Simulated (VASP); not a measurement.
# LiCl (Pbam) in VASP: further runs

Runs on LiCl. Level: PBE. Tasks: single point.

Program: VASP 6.6.1. These are calculated values, not measurements. Logs are shortened: lines on timing, memory, paths and dates and some standing lists are left out, and cuts for length are marked.

## (1) The cell of the first run

Symmetry: Pbam, No. 55, orthorhombic system. Conventional cell: a = 6.553 Å, b = 9.038 Å, c = 3.149 Å, α = 90.00°, β = 90.00°, γ = 90.00°. Within 2.8 Å of Li (site symmetry m) lie 4 Cl at 2.14 to 2.15 Å. Li (site symmetry 2/m) has 4 Cl at 2.15 Å within 2.8 Å. Cl (site symmetry m) has 4 Li at 2.14 to 2.15 Å within 2.8 Å. Cl (site symmetry 2/m) has 4 Li at 2.15 Å within 2.8 Å.

The cell was generated, and may not be a known phase.

## (2) Single point, PBE

The input, INCAR:

```
PREC     = Accurate       # precision mode
ENCUT    = 520            # plane-wave cutoff, eV
EDIFF    = 1E-7           # SCF threshold, eV
ISMEAR   = 0              # smearing method
SIGMA    = 0.1            # smearing width, eV
LREAL    = False          # projectors in reciprocal space
LASPH    = True           # aspherical terms in the spheres
NELM     = 60             # most SCF steps
ALGO     = Normal         # electronic algorithm
ISIF     = 2              # what is computed and relaxed
LWAVE    = False          # write WAVECAR
LCHARG   = False          # write CHGCAR
GGA      = PE             # functional
NBANDS   = 42             # bands
```

The input, KPOINTS:

```
Automatic mesh
0
Gamma
  4 2 6
```

The input, POSCAR:

```
LiCl
1.0
    6.5530135500      0.0000000000      0.0000000000
    0.0000000000      9.0377998300      0.0000000000
    0.0000000000      0.0000000000      3.1489666700
Li Cl
6 6
Direct
    0.5869124700      0.6490596900      0.5000000000
    0.4130875300      0.3509403100      0.5000000000
    0.0000000000      0.5000000000      0.0000000000
    0.0869124700      0.8509403100      0.5000000000
    0.9130875300      0.1490596900      0.5000000000
    0.5000000000      0.0000000000      0.0000000000
    0.0869124700      0.3509403100      0.5000000000
    0.9130875300      0.6490596900      0.5000000000
    0.5000000000      0.5000000000      0.0000000000
    0.5869124700      0.1490596900      0.5000000000
    0.4130875300      0.8509403100      0.5000000000
    0.0000000000      0.0000000000      0.0000000000
```

Potentials or basis: VASP PAW PBE potentials, release 64 (Li_sv, Cl).

On the command line:

```sh
$ cat potpaw_PBE.64/Li_sv/POTCAR potpaw_PBE.64/Cl/POTCAR > POTCAR
$ mpirun -np 1 vasp_std > vasp.out
```

OUTCAR:

```text
PREC = Accurate
   ENCUT = 520
   EDIFF = 1E-7
   ISMEAR = 0
   LREAL = False
   LASPH = True
   NELM = 60
   ISIF = 2
   GGA = PE

 ion  position               nearest neighbor table
   1  0.587  0.649  0.500-   8 2.14   9 2.15   9 2.15  11 2.15
   2  0.413  0.351  0.500-   7 2.14   9 2.15   9 2.15  10 2.15
   3  0.000  0.500  0.000-   7 2.15   8 2.15   7 2.15   8 2.15
   4  0.087  0.851  0.500-  11 2.14  12 2.15  12 2.15   8 2.15
   5  0.913  0.149  0.500-  10 2.14  12 2.15  12 2.15   7 2.15
   6  0.500  0.000  0.000-  10 2.15  11 2.15  10 2.15  11 2.15
   7  0.087  0.351  0.500-   2 2.14   3 2.15   3 2.15   5 2.15
   8  0.913  0.649  0.500-   1 2.14   3 2.15   3 2.15   4 2.15
   9  0.500  0.500  0.000-   1 2.15   2 2.15   1 2.15   2 2.15
  10  0.587  0.149  0.500-   5 2.14   6 2.15   6 2.15   2 2.15
  11  0.413  0.851  0.500-   4 2.14   6 2.15   6 2.15   1 2.15
  12  0.000  0.000  0.000-   4 2.15   5 2.15   4 2.15   5 2.15

  LATTYP: Found a simple orthorhombic cell.
 ALAT       =     3.1489666700
 B/A-ratio  =     2.0810044172
 C/A-ratio  =     2.8700843093

  Lattice vectors:

 A1 = (   0.0000000000,   0.0000000000,   3.1489666700)
 A2 = (   6.5530135500,   0.0000000000,   0.0000000000)
 A3 = (   0.0000000000,   9.0377998300,   0.0000000000)

Analysis of symmetry for initial positions (statically):
=====================================================================
 Subroutine PRICEL returns:
 Original cell was already a primitive cell.

 Routine SETGRP: Setting up the symmetry group for a
 simple orthorhombic supercell.

 Subroutine GETGRP returns: Found  8 space group operations
 (whereof  4 operations were pure point group operations)
 out of a pool of  8 trial point group operations.

The static configuration has the point symmetry C_2h.
 The point group associated with its full space group is D_2h.

Analysis of symmetry for dynamics (positions and initial velocities):
=====================================================================
 Subroutine PRICEL returns:
 Original cell was already a primitive cell.

 Routine SETGRP: Setting up the symmetry group for a
 simple orthorhombic supercell.

 Subroutine GETGRP returns: Found  8 space group operations
 (whereof  4 operations were pure point group operations)
 out of a pool of  8 trial point group operations.

The dynamic configuration has the point symmetry C_2h.
 The point group associated with its full space group is D_2h.

 Subroutine INISYM returns: Found  8 space group operations
 (whereof  4 operations are pure point group operations),
 and found     1 'primitive' translations

----------------------------------------------------------------------------------------

                                     Primitive cell

  volume of cell :     186.4970

  direct lattice vectors                    reciprocal lattice vectors
     6.553013550  0.000000000  0.000000000     0.152601546  0.000000000  0.000000000
     0.000000000  9.037799830  0.000000000     0.000000000  0.110646398  0.000000000
     0.000000000  0.000000000  3.148966670     0.000000000  0.000000000  0.317564492

  length of vectors
     6.553013550  9.037799830  3.148966670     0.152601546  0.110646398  0.317564492

  position of ions in fractional coordinates (direct lattice)
     0.586912470  0.649059690  0.500000000
     0.413087530  0.350940310  0.500000000
     0.000000000  0.500000000  0.000000000
     0.086912470  0.850940310  0.500000000
     0.913087530  0.149059690  0.500000000
     0.500000000  0.000000000  0.000000000
     0.086912470  0.350940310  0.500000000
     0.913087530  0.649059690  0.500000000
     0.500000000  0.500000000  0.000000000
     0.586912470  0.149059690  0.500000000
     0.413087530  0.850940310  0.500000000
     0.000000000  0.000000000  0.000000000

  ion indices of the primitive-cell ions
   primitive index   ion index
                 1           1
                 2           2
                 3           3
                 4           4
                 5           5
                 6           6
                 7           7
                 8           8
                 9           9
                10          10
                11          11
                12          12

----------------------------------------------------------------------------------------

 KPOINTS: Automatic mesh

Automatic generation of k-mesh.
 Grid dimensions read from file:
 generate k-points for:    4    2    6

 Generating k-lattice:

  Cartesian coordinates                     Fractional coordinates (reciprocal lattice)
     0.038150387  0.000000000  0.000000000     0.250000000  0.000000000  0.000000000
     0.000000000  0.055323199  0.000000000     0.000000000  0.500000000  0.000000000
     0.000000000  0.000000000  0.052927415     0.000000000  0.000000000  0.166666667

  Length of vectors
     0.038150387  0.055323199  0.052927415

  Shift w.r.t. Gamma in fractional coordinates (k-lattice)
     0.000000000  0.000000000  0.000000000

 Subroutine IBZKPT returns following result:
 ===========================================

 Found     24 irreducible k-points:

 Following reciprocal coordinates:
            Coordinates               Weight
  0.000000  0.000000  0.000000      1.000000
  0.250000  0.000000  0.000000      2.000000
  0.500000  0.000000  0.000000      1.000000
  0.000000  0.500000  0.000000      1.000000
  0.250000  0.500000  0.000000      2.000000
  0.500000  0.500000  0.000000      1.000000
[... 16 lines left out ...]
  0.250000  0.500000  0.500000      2.000000
  0.500000  0.500000  0.500000      1.000000
   k-points           NKPTS =     24   k-points in BZ     NKDIM =     24   number of bands    NBANDS=     42
   number of dos      NEDOS =    301   number of ions     NIONS =     12
   total plane-waves  NPLWV =  84000
   dimension x,y,z NGX =    50 NGY =   70 NGZ =   24
   dimension x,y,z NGXF=   100 NGYF=  140 NGZF=   48
   ions per type =               6   6
   NGX,Y,Z   is equivalent  to a cutoff of  12.68, 12.88, 12.67 a.u.
   NGXF,Y,Z  is equivalent  to a cutoff of  25.37, 25.75, 25.34 a.u.
 SYSTEM =  unknown system
   PREC   = accura    normal or accurate (medium, high low for compatibility)
   ISTART =      0    job   : 0-new  1-cont  2-samecut
   ICHARG =      2    charge: 1-file 2-atom 10-const
   ISPIN  =      1    spin polarized calculation?
   LNONCOLLINEAR =      F non collinear calculations
   LSORBIT =      F    spin-orbit coupling
   LASPH  =      T    aspherical Exc in radial PAW
   ENCUT  =  520.0 eV  38.22 Ry    6.18 a.u.  12.18 16.80  5.85*2*pi/ulx,y,z
   NELM   =     60;   NELMIN=  2; NELMDL= -5     # of ELM steps
   EDIFF  = 0.1E-06   stopping-criterion for ELM
   LREAL  =      F    real-space projection
   EDIFFG = 0.1E-05   stopping-criterion for IOM
   NSW    =      0    number of steps for IOM
   IBRION =     -1    ionic relax: 0-MD 1-quasi-New 2-CG
   NFREE  =      0    steps in history (QN), initial steepest desc. (CG)
   ISIF   =      2    stress and relaxation
   ISYM   =      2    0-nonsym 1-usesym 2-fastsym
   POTIM  = 0.5000    time-step for ionic-motion
   TEBEG  =    0.0;   TEEND  =   0.0 temperature during run
   PSTRESS=    0.0 pullay stress
   NELECT =      60.0000    total number of electrons
   NUPDOWN=      -1.0000    fix difference up-down
   EMIN   =  10.00;   EMAX   =-10.00  energy-range for DOS
   EFERMI =   0.00;   METHOD = LEGACY
   ISMEAR =     0;   SIGMA  =   0.10  broadening in eV -4-tet -1-fermi 0-gaus
   EFERMI_NEDOS =   21; number of points for ismear=-14 and -15
   IALGO  =     38    algorithm
   IMIX   =      4    mixing-type and parameters
     AMIX     =   0.40;   BMIX     =  1.00
     AMIX_MAG =   1.60;   BMIX_MAG =  1.00
  volume/ion in A,a.u.               =      15.54       104.88
  Fermi-wavevector in a.u.,A,eV,Ry     =   1.121763  2.119826 17.120936  1.258353
  Thomas-Fermi vector in A             =   2.258419
   LORBIT       =      0    0 simple, 1 ext, 2 COOP (PROOUT), +10 PAW based schemes
   GGA     = PE    functional components
   LHFCALC =     F    Hartree Fock is set to
   AEXX    =    0.0000 exact exchange contribution
   IVDW    =     0    specifies the selected vdW correction
   LEPSILON=     F    determine dielectric tensor
   LRPA    =     F    only Hartree local field effects (RPA)
 non-spin polarized calculation
 Gauss-broadening in eV      SIGMA  =   0.10
  energy-cutoff  :      520.00
  volume of cell :      186.50
 maximum number of plane-waves:      5072
 NGX is ok and might be reduce to    50
   NGX = 25   NGY = 33   NGZ = 11

 number of electron      59.9999964 magnetization

 Free energy of the ion-electron system (eV)
  ---------------------------------------------------
  ext. energy  EPLUGINS =         0.00000000
  ---------------------------------------------------
  free energy    TOTEN  =       -40.66807826 eV

  energy without entropy =      -40.66807826  energy(sigma->0) =      -40.66807826

 E-fermi :   2.1927     XC(G=0):  -8.7950

 val. band max:        1.6194753965   @ k =   0.5000   0.5000   0.0000
 cond. band min:       7.4335542816   @ k =   0.5000   0.5000   0.5000
 fundamental gap:      5.8140788851
 Fermi energy:         2.1926753900

 k-point     1 :       0.0000    0.0000    0.0000
  band No.  band energies     occupation
      1     -41.7724      2.00000
      2     -41.7714      2.00000
      3     -41.7584      2.00000
      4     -41.7581      2.00000
      5     -41.7512      2.00000
      6     -41.7498      2.00000
[... 34 lines left out ...]
     41      11.4612      0.00000
     42      11.8579      0.00000
[... 994 lines left out ...]
      2     -41.7632      2.00000
      3     -41.7520      2.00000
      4     -41.7520      2.00000
      5     -41.7447      2.00000
      6     -41.7447      2.00000
[... 34 lines left out ...]
     41      11.3739      0.00000
     42      11.3811      0.00000

------------------------ aborting loop because EDIFF is reached ----------------------------------------

  FORCE on cell =-STRESS in cart. coord.  units (eV):
  Direction    XX          YY          ZZ          XY          YZ          ZX
  --------------------------------------------------------------------------------------
  -------------------------------------------------------------------------------------
  Total       12.9313496     21.5633013     25.4914879      0.0000000      0.0000000      0.0000000
  in kB      111.0919490    185.2481956    218.9948593      0.0000000      0.0000000      0.0000000
  external PRESSURE =     171.7783346 kB  Pullay stress =       0.0000000 kB

 VOLUME and BASIS-vectors are now :
 -----------------------------------------------------------------------------
  energy-cutoff  :      520.00
  volume of cell :      186.50
      direct lattice vectors                 reciprocal lattice vectors
     6.553013550  0.000000000  0.000000000     0.152601546  0.000000000  0.000000000
     0.000000000  9.037799830  0.000000000     0.000000000  0.110646398  0.000000000
     0.000000000  0.000000000  3.148966670     0.000000000  0.000000000  0.317564492

 POSITION                                       TOTAL-FORCE (eV/Angst)
 -----------------------------------------------------------------------------------
      3.84605      5.86607      1.57448        -0.063641      0.236247      0.000000
      2.70697      3.17173      1.57448         0.063641     -0.236247     -0.000000
      0.00000      4.51890      0.00000        -0.000000      0.000000      0.000000
      0.56954      7.69063      1.57448        -0.063641     -0.236247      0.000000
      5.98347      1.34717      1.57448         0.063641      0.236247     -0.000000
      3.27651      0.00000      0.00000        -0.000000      0.000000      0.000000
      0.56954      3.17173      1.57448         0.090054     -1.266421      0.000000
      5.98347      5.86607      1.57448        -0.090054      1.266421      0.000000
      3.27651      4.51890      0.00000        -0.000000      0.000000      0.000000
      3.84605      1.34717      1.57448         0.090054      1.266421      0.000000
      2.70697      7.69063      1.57448        -0.090054     -1.266421      0.000000
      0.00000      0.00000      0.00000        -0.000000      0.000000      0.000000
 -----------------------------------------------------------------------------------
    total drift:                                0.000000      0.000000      0.000000

  FREE ENERGIE OF THE ION-ELECTRON SYSTEM (eV)
  ---------------------------------------------------
  free  energy   TOTEN  =       -40.6680782583 eV

  energy  without entropy=      -40.6680782583  energy(sigma->0) =      -40.66807826
```

It took 5 min on 1 thread of Intel Xeon 8259CL, shared host; peak memory 0.34 GiB.

Results:

* Free energy: -40.6681 eV
* Largest force: 1.270 eV/Å
* Band gap on the k mesh: 5.81 eV (least direct gap 5.92 eV)

Forces in eV/Å, atoms in the order of the input:
```
Li  -0.064  0.236  0.000
Li   0.064 -0.236  0.000
Li   0.000  0.000  0.000
Li  -0.064 -0.236  0.000
Li   0.064  0.236  0.000
Li   0.000  0.000  0.000
Cl   0.090 -1.266  0.000
Cl  -0.090  1.266  0.000
Cl   0.000  0.000  0.000
Cl   0.090  1.266  0.000
Cl  -0.090 -1.266  0.000
Cl   0.000  0.000  0.000
```

Levels at points of the mesh, in eV from the valence-band top:
| k point | band 28 | band 29 | band 30 | band 31 | band 32 | band 33 |
| --- | --- | --- | --- | --- | --- | --- |
| (0.00, 0.00, 0.00) | -0.42 | -0.16 | -0.02 | 5.90 | 6.63 | 6.93 |
| (0.50, 0.00, 0.00) | -0.61 | -0.03 | -0.03 | 6.16 | 6.16 | 7.32 |
| (0.00, 0.50, 0.00) | -0.51 | -0.06 | -0.06 | 6.43 | 6.43 | 7.44 |
| (0.50, 0.50, 0.00) | -0.66 | 0.00 | 0.00 | 6.28 | 6.28 | 7.52 |
| (0.00, 0.00, 0.50) | -1.30 | -0.74 | -0.59 | 6.06 | 6.74 | 7.24 |
| (0.50, 0.00, 0.50) | -1.29 | -0.73 | -0.73 | 6.06 | 6.06 | 7.30 |
| (0.00, 0.50, 0.50) | -1.43 | -0.58 | -0.58 | 6.21 | 6.21 | 7.70 |
| (0.50, 0.50, 0.50) | -1.25 | -0.67 | -0.67 | 5.81 | 5.81 | 7.15 |

Caveat: the cutoff is under 1.25 times the usual one of these potentials, so pressure, stress and relaxed cells hold a basis-set (Pulay) error; forces of over 1 eV/Å act on the atoms, so gaps and moduli don't describe the material at rest.

## (3) Single point, PBE

This run uses another cell than the first one, of 20.89 Å³/atom.

The input, INCAR:

```
SYSTEM = LiCl
  PREC = Accurate
  ENCUT = 520
  EDIFF = 1E-7
  ISMEAR = 0
  SIGMA = 0.02
  LREAL = .False.
  LASPH = .True.
  NELM = 60
  ALGO = Normal
  ISIF = 2
  LWAVE = .False.
  LCHARG = .True.
  GGA = PE
  LELF = .True.
  LVHAR = .True.
  NBANDS = 42
```

The input, KPOINTS:

```
regular mesh
0
Gamma
  4 2 6
  0 0 0
```

The input, POSCAR:

```
LiCl
1.0
    6.4431230480      0.0000000000      0.0000000000
    0.0000000000     10.6302865322      0.0000000000
    0.0000000000      0.0000000000      3.6591981188
Li Cl
6 6
Direct
    0.5852227380      0.6430788197      0.5000000000
    0.4147772620      0.3569211803      0.5000000000
    0.0000000000      0.5000000000      0.0000000000
    0.0852227380      0.8569211803      0.5000000000
    0.9147772620      0.1430788197      0.5000000000
    0.5000000000      0.0000000000      0.0000000000
    0.0517032899      0.3448122900      0.5000000000
    0.9482967101      0.6551877100      0.5000000000
    0.5000000000      0.5000000000      0.0000000000
    0.5517032899      0.1551877100      0.5000000000
    0.4482967101      0.8448122900      0.5000000000
    0.0000000000      0.0000000000      0.0000000000
```

Potentials or basis: VASP PAW PBE potentials, release 64 (Li_sv, Cl).

On the command line:

```sh
$ cat potpaw_PBE.64/Li_sv/POTCAR potpaw_PBE.64/Cl/POTCAR > POTCAR
$ mpirun -np 1 vasp_std > vasp.out
```

Wall time 6.8 min (1 thread of Intel Xeon 8259CL, shared host); peak memory 0.4 GiB.

Results (log left out):

* Free energy: -44.0141 eV
* Largest force: 0.009 eV/Å
* Band gap on the k mesh: 5.48 eV

Forces on the atoms (eV/Å):
```
Li   0.000 -0.009  0.000
Li   0.000  0.009  0.000
Li   0.000  0.000  0.000
Li   0.000  0.009  0.000
Li   0.000 -0.009  0.000
Li   0.000  0.000  0.000
Cl  -0.001  0.002  0.000
Cl   0.001 -0.002  0.000
Cl   0.000  0.000  0.000
Cl  -0.001 -0.002  0.000
Cl   0.001  0.002  0.000
Cl   0.000  0.000  0.000
```

Levels at points of the mesh, in eV from the valence-band top:
| k point | band 28 | band 29 | band 30 | band 31 | band 32 | band 33 |
| --- | --- | --- | --- | --- | --- | --- |
| (0.00, 0.00, 0.00) | -0.27 | -0.16 | 0.00 | 5.48 | 6.83 | 7.17 |
| (0.50, 0.00, 0.00) | -0.35 | -0.06 | -0.06 | 6.48 | 6.48 | 7.01 |
| (0.00, 0.50, 0.00) | -0.30 | -0.06 | -0.06 | 6.03 | 6.03 | 7.59 |
| (0.50, 0.50, 0.00) | -0.36 | -0.05 | -0.05 | 6.51 | 6.51 | 7.11 |
| (0.00, 0.00, 0.50) | -0.54 | -0.41 | -0.38 | 6.97 | 7.29 | 7.63 |
| (0.50, 0.00, 0.50) | -0.73 | -0.37 | -0.37 | 6.51 | 6.51 | 7.51 |
| (0.00, 0.50, 0.50) | -0.82 | -0.34 | -0.34 | 7.15 | 7.15 | 7.76 |
| (0.50, 0.50, 0.50) | -0.70 | -0.39 | -0.39 | 6.53 | 6.53 | 7.34 |

Caveat: the cutoff is under 1.25 times the usual one of these potentials, so pressure, stress and relaxed cells hold a basis-set (Pulay) error.
